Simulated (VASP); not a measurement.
Crystal: NbAs.

```
Nb As
1.0
    -1.72060    1.72060    5.79562
     1.72060   -1.72060    5.79562
     1.72060    1.72060   -5.79562
Nb As
2 2
Cartesian
  0.0000 0.0000 11.5762
  0.0000 1.7206 2.8828
  0.0000 0.0000 4.8370
  1.7206 0.0000 1.9391
```

Base run:

| Quantity | Value |
| --- | --- |
| Program | VASP 6.6.1 |
| Functional | PBE |
| Potentials or basis | VASP PAW PBE potentials, release 64 (Nb_sv, As) |
| Cutoff | 520 eV |
| k mesh | 16 × 16 × 16 |
| Occupations | methfessel-paxton, width 0.1 eV |
| Spin | no spin polarisation |

Its results: pressure 5.6 GPa.

The run is repeated on the same cell with these changes: functional from PBE to r2SCAN; further incar settings from ALGO = Fast; EDIFF = 1e-06; NBANDS = 26 to ALGO = Normal; EDIFF = 1e-06; NBANDS = 26. What comes out?

Pressure 4.2 GPa.

Caveats: the cell stands under pressure; the PAW data sets were made with another functional, which shifts forces and pressure a little (at least some runs).
